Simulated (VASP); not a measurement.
# Sr (Cmcm) in VASP: notebook, part 2 of 2

VASP 6.6.1. Earlier steps stand in the parts before.

## 3. Single point, PBEsol

This run uses another cell than the first one, of the same volume but with other edges.

Contents of INCAR:

```
SYSTEM = Sr
PREC = Accurate ; ENCUT = 520
EDIFF = 1E-6 ; ISMEAR = 0
SIGMA = 0.15 ; LREAL = .False.
LASPH = .True. ; NELM = 80
ALGO = Fast ; ISIF = 2
LWAVE = .False. ; LCHARG = .False.
GGA = PS ; NBANDS = 17
```

Contents of KPOINTS:

```
Automatic mesh
0
Gamma
  12 12 8
  0 0 0
```

Contents of POSCAR:

```
Sr
1.0
    4.4531298748      0.0000000000      0.0000000000
   -2.2265649374      3.3239880547      0.0000000000
    0.0000000000      0.0000000000      7.0387962796
Sr
2
Direct
    0.3333333333      0.6666666667      0.2500000000
    0.6666666667      0.3333333333      0.7500000000
```

Potentials or basis: VASP PAW PBE potentials, release 64 (Sr_sv).

Started as:

```console
$ cat potpaw_PBE.64/Sr_sv/POTCAR > POTCAR
$ mpirun -np 1 vasp_std > vasp.out
```

Wall time 4.7 min (1 thread of AMD EPYC 7R43 (Zen 3), shared host); peak memory 0.43 GiB.

The run converged. Its results:

```yaml
Free_energy: -3.6183 eV
Pressure: 0.1 GPa
Largest_force: 0.119 eV/Å
Band_gap_on_the_k_mesh: zero (bands 10 and 11 overlap by 0.18 eV)
```

Forces in eV/Å, atoms in the order of the input:
```
Sr   0.000 -0.119  0.000
Sr   0.000  0.119  0.000
```

Stress tensor (GPa, compression positive):
```
-0.62  0.00  0.00
 0.00  1.50  0.00
 0.00  0.00 -0.64
```

Levels at points of the mesh, in eV from the Fermi level:
```
           k point  band 6  band 7  band 8  band 9  band 10  band 11  band 12  band 13  band 14  band 15
(0.00, 0.00, 0.00)  -18.32  -18.32  -18.31   -3.72    -1.27     0.01     1.69     2.11     2.12     3.26
(0.50, 0.00, 0.00)  -18.36  -18.36  -18.33   -1.18    -0.58    -0.03     0.30     1.15     1.72     2.81
(0.00, 0.50, 0.00)  -18.40  -18.40  -18.38   -0.77    -0.28     0.11     0.43     1.53     1.76     2.22
(0.00, 0.00, 0.50)  -18.33  -18.32  -18.32   -2.79    -2.79     1.15     1.15     1.77     1.77     3.18
(0.50, 0.00, 0.50)  -18.39  -18.34  -18.34   -0.91    -0.91     0.23     0.23     1.28     1.28     3.55
(0.00, 0.50, 0.50)  -18.42  -18.38  -18.38   -0.62    -0.62     0.59     0.59     1.51     1.51     2.58
```

Caveat: the cell differs from its parent crystal (strain +e along x and -e along y +0.0733, strain +e along z and -e/2 along x and y +0.0233); the PAW data sets were made with another functional, which shifts forces and pressure a little.

## 4. Single point, PBEsol

This run uses another cell than the first one, of the same volume but with other edges.

Contents of INCAR:

```
SYSTEM = Sr
  ALGO = Fast
  EDIFF = 1E-6
  ENCUT = 520
  GGA = PS
  ISIF = 2
  ISMEAR = 0
  LASPH = .TRUE.
  LCHARG = .TRUE.
  LELF = .TRUE.
  LREAL = .FALSE.
  LVHAR = .TRUE.
  LWAVE = .FALSE.
  NBANDS = 17
  NELM = 80
  PREC = Accurate
  SIGMA = 0.15
```

Contents of KPOINTS:

```
k-points
0
G
  12 12 8
  0 0 0
```

Contents of POSCAR:

```
Sr
1.0
    3.9359435012      0.0000000000      0.0000000000
   -1.9679717506      3.9411626031      0.0000000000
    0.0000000000      0.0000000000      6.7182569396
Sr
2
Direct
    0.3333333333      0.6666666667      0.2500000000
    0.6666666667      0.3333333333      0.7500000000
```

Started as:

```console
$ cat potpaw_PBE.64/Sr_sv/POTCAR > POTCAR
$ mpirun -np 1 vasp_std > vasp.out
```

It took 4.8 min on 1 thread of AMD EPYC 7R43 (Zen 3), shared host; peak memory 0.42 GiB.

The run converged. Its results:

```yaml
Free_energy: -3.6059 eV
Pressure: 0.2 GPa
Largest_force: 0.149 eV/Å
Band_gap_on_the_k_mesh: zero (bands 10 and 11 overlap by 0.12 eV)
```

Forces on the atoms (eV/Å):
```
Sr   0.000  0.149  0.000
Sr   0.000 -0.149  0.000
```

Stress tensor (GPa, compression positive):
```
 1.70  0.00  0.00
 0.00 -1.59  0.00
 0.00  0.00  0.49
```

Levels at points of the mesh, in eV from the Fermi level:
| k point | band 6 | band 7 | band 8 | band 9 | band 10 | band 11 | band 12 | band 13 | band 14 | band 15 |
| --- | --- | --- | --- | --- | --- | --- | --- | --- | --- | --- |
| (0.00, 0.00, 0.00) | -18.33 | -18.32 | -18.30 | -3.73 | -1.08 | 0.28 | 1.63 | 2.16 | 2.48 | 2.91 |
| (0.50, 0.00, 0.00) | -18.40 | -18.39 | -18.36 | -0.98 | -0.36 | 0.07 | 0.25 | 1.38 | 2.05 | 2.27 |
| (0.00, 0.50, 0.00) | -18.37 | -18.37 | -18.31 | -1.49 | -0.84 | 0.05 | 0.16 | 1.22 | 1.71 | 2.77 |
| (0.00, 0.00, 0.50) | -18.35 | -18.32 | -18.32 | -2.70 | -2.70 | 1.37 | 1.37 | 1.68 | 1.68 | 2.96 |
| (0.50, 0.00, 0.50) | -18.40 | -18.37 | -18.37 | -0.73 | -0.73 | 0.47 | 0.47 | 1.46 | 1.46 | 2.75 |
| (0.00, 0.50, 0.50) | -18.38 | -18.34 | -18.34 | -1.07 | -1.07 | 0.03 | 0.03 | 1.29 | 1.29 | 3.59 |

Caveat: the cell differs from its parent crystal (strain +e along x and -e along y -0.0733, strain +e along z and -e/2 along x and y -0.0233); the PAW data sets were made with another functional, which shifts forces and pressure a little.

## 5. Single point, PBEsol

Contents of INCAR:

```
SYSTEM = Sr
  PREC = Accurate
  ENCUT = 520
  EDIFF = 1E-6
  ISMEAR = 0
  SIGMA = 0.15
  LREAL = .FALSE.
  LASPH = .TRUE.
  NELM = 80
  ALGO = Fast
  ISIF = 2
  LWAVE = .FALSE.
  LCHARG = .FALSE.
  GGA = PS
  NBANDS = 17
```

Contents of KPOINTS:

```
Automatic mesh
0
G
  12 12 8
  0 0 0
```

Contents of POSCAR:

```
Sr
1.0
    3.6351952206      0.0000000000      0.0000000000
   -1.8175976103      3.9473379812      0.0000000000
    0.0000000000      0.0000000000      7.1997538023
Sr
2
Direct
    0.3333333333      0.6666666667      0.2500000000
    0.6666666667      0.3333333333      0.7500000000
```

Started as:

```console
$ cat potpaw_PBE.64/Sr_sv/POTCAR > POTCAR
$ mpirun -np 1 vasp_std > vasp.out
```

Run time: 4.6 min. Hardware: 1 thread of Intel Xeon Platinum 8259CL at 2.50GHz (Skylake/Cascade Lake), shared host; peak memory 0.45 GiB.

The run converged. Its results:

```
Free energy            : -3.4204 eV
Pressure               : 0.5 GPa
Largest force          : 0.159 eV/Å
Band gap on the k mesh : zero (bands 10 and 11 overlap by 0.25 eV)
```

Forces in eV/Å, atoms in the order of the input:
```
Sr   0.000  0.159  0.000
Sr   0.000 -0.159  0.000
```

Stress tensor (GPa, compression positive):
```
 4.85  0.00  0.00
 0.00 -1.93  0.00
 0.00  0.00 -1.47
```

Levels at points of the mesh, in eV from the Fermi level:
| k point | band 8 | band 9 | band 10 | band 11 | band 12 | band 13 |
| --- | --- | --- | --- | --- | --- | --- |
| (0.00, 0.00, 0.00) | -18.22 | -3.66 | -1.32 | -0.05 | 1.41 | 1.71 |
| (0.50, 0.00, 0.00) | -18.32 | -0.65 | -0.16 | 0.06 | 0.60 | 1.21 |
| (0.00, 0.50, 0.00) | -18.23 | -1.44 | -0.83 | -0.04 | 0.18 | 0.96 |
| (0.00, 0.00, 0.50) | -18.23 | -2.78 | -2.78 | 1.03 | 1.03 | 1.50 |
| (0.50, 0.00, 0.50) | -18.32 | -0.57 | -0.57 | 0.63 | 0.63 | 1.55 |
| (0.00, 0.50, 0.50) | -18.24 | -1.11 | -1.11 | -0.01 | -0.01 | 1.05 |

Caveat: the cell differs from its parent crystal (strain +e along x and -e along y -0.1100, strain +e along z and -e/2 along x and y +0.0467); the stress differs along the axes, from -2 to 5 GPa; the PAW data sets were made with another functional, which shifts forces and pressure a little.

## 6. Single point, PBEsol

Contents of INCAR:

```
SYSTEM = Sr
ALGO = Fast ; EDIFF = 1E-7
ENCUT = 520 ; GGA = PS
ISIF = 2 ; ISMEAR = 0
LASPH = .TRUE. ; LCHARG = .FALSE.
LREAL = .FALSE. ; LWAVE = .FALSE.
NBANDS = 17 ; NELM = 60
PREC = Accurate ; SIGMA = 0.15
```

Contents of KPOINTS:

```
k-points
0
G
  12 12 8
  0 0 0
```

Contents of POSCAR:

```
Sr
1.0
    4.7538781553      0.0000000000      0.0000000000
   -2.3769390777      3.3178126767      0.0000000000
    0.0000000000      0.0000000000      6.5572994169
Sr
2
Direct
    0.3333333333      0.6666666667      0.2500000000
    0.6666666667      0.3333333333      0.7500000000
```

Potentials or basis: VASP PAW PBE potentials, release 64 (Sr_sv).

Started as:

```console
$ cat potpaw_PBE.64/Sr_sv/POTCAR > POTCAR
$ mpirun -np 1 vasp_std > vasp.out
```

Run time: 6.6 min. Hardware: 1 thread of Intel Xeon Platinum 8259CL at 2.50GHz (Skylake/Cascade Lake), shared host; peak memory 0.46 GiB.

The run converged. Its results:

- Free energy: -3.5652 eV
- Pressure: 0.2 GPa
- Largest force: 0.263 eV/Å
- Band gap on the k mesh: zero (bands 10 and 11 overlap by 0.13 eV)

Forces on the atoms (eV/Å):
```
Sr   0.000 -0.263  0.000
Sr   0.000  0.263  0.000
```

Stress tensor (GPa, compression positive):
```
-1.26  0.00  0.00
 0.00  0.91  0.00
 0.00  0.00  1.09
```

Levels at points of the mesh, in eV from the Fermi level:
```tsv
k point	band 8	band 9	band 10	band 11	band 12	band 13
(0.00, 0.00, 0.00)	-18.31	-3.74	-1.00	0.43	1.33	1.95
(0.50, 0.00, 0.00)	-18.32	-1.38	-0.73	0.05	0.26	1.28
(0.00, 0.50, 0.00)	-18.39	-0.79	-0.28	0.19	0.28	1.21
(0.00, 0.00, 0.50)	-18.34	-2.65	-2.65	1.40	1.40	1.46
(0.50, 0.00, 0.50)	-18.35	-0.99	-0.99	0.15	0.15	1.44
(0.00, 0.50, 0.50)	-18.38	-0.58	-0.58	0.65	0.65	1.62
```

Caveat: the cell differs from its parent crystal (strain +e along x and -e along y +0.1100, strain +e along z and -e/2 along x and y -0.0467); the PAW data sets were made with another functional, which shifts forces and pressure a little.

## 7. The runs side by side

```tsv
cell	further INCAR settings	gap on the mesh (eV)	pressure (GPa)	largest force (eV/Å)
a = 3.838, b = 4.308, c = 7.039 Å, angles 90.0, 90.0, 116.5°, 2 atoms	ALGO = Fast; EDIFF = 1e-06; NBANDS = 17	none	0.2	0.12
a = 4.453, b = 4.001, c = 7.039 Å, angles 90.0, 90.0, 123.8°, 2 atoms	ALGO = Fast; EDIFF = 1e-06; NBANDS = 17	none	0.1	0.12
a = 3.936, b = 4.405, c = 6.718 Å, angles 90.0, 90.0, 116.5°, 2 atoms	ALGO = Fast; EDIFF = 1e-06; NBANDS = 17	none	0.2	0.15
a = 3.635, b = 4.346, c = 7.200 Å, angles 90.0, 90.0, 114.7°, 2 atoms	ALGO = Fast; EDIFF = 1e-06; NBANDS = 17	none	0.5	0.16
a = 4.754, b = 4.081, c = 6.557 Å, angles 90.0, 90.0, 125.6°, 2 atoms	ALGO = Fast; EDIFF = 1e-07; NBANDS = 17	none	0.2	0.26
```

Alike in all rows: task single point; level PBEsol; potentials or basis VASP PAW PBE potentials, release 64 (Sr_sv); no spin polarisation; k mesh 12 × 12 × 8; cutoff (eV) 520; smearing gaussian 0.15 eV.

Caveats: the PAW data sets were made with another functional, which shifts forces and pressure a little; the stress differs along the axes, from -2 to 5 GPa (at least some runs).

Total energies depend on the potentials used, so only differences within one code and one set of settings carry meaning.
